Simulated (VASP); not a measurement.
A run of VASP 6.6.1 is set up as follows.

The input INCAR:

```
SYSTEM = TmHgH4
ALGO = Normal ; EDIFF = 1E-6
ENCUT = 500 ; GGA = PE
GGA_COMPAT = .False. ; ISIF = 2
ISMEAR = 0 ; LASPH = .True.
LCHARG = .False. ; LMAXMIX = 6
LREAL = .False. ; LWAVE = .False.
NBANDS = 22 ; NELM = 200
PREC = Accurate ; SIGMA = 0.1
```

Contents of KPOINTS:

```
k-points
0
Gamma
  6 6 4
  0 0 0
```

File POSCAR:

```
TmHgH4
1.0
    3.4356457587      0.0000000029      0.0000000000
   -1.7178228819      2.9753565040      0.0000000000
    0.0000000000      0.0000000000      6.8733118958
Tm Hg H
1 1 4
Direct
    0.0000000000      0.0000000000      0.5000000000
    0.0000000000      0.0000000000      0.0000000000
    0.3333333333      0.6666666667      0.6417845323
    0.3333333333      0.6666666667      0.3582154677
    0.6666666667      0.3333333333      0.6417845323
    0.6666666667      0.3333333333      0.3582154677
```

Potentials or basis: VASP PAW PBE potentials, release 64 (Tm_3, Hg, H), 4f in core.

The run is started by

```console
$ cat potpaw_PBE.64/Tm_3/POTCAR potpaw_PBE.64/Hg/POTCAR potpaw_PBE.64/H/POTCAR > POTCAR
$ mpirun -np 1 vasp_std > vasp.out
```

Estimate the pressure.

0.4 GPa.

Estimate the band gap on the k mesh.

zero (an odd number of electrons rules out a gap without spin polarisation).

Caveat: spin-orbit coupling is left out, which moves the levels of the heavy elements; the 4f electrons are frozen in the core, so they carry no moment and show no levels. Spin polarisation is off, so any magnetic state and its effect on volume and gap are missing.
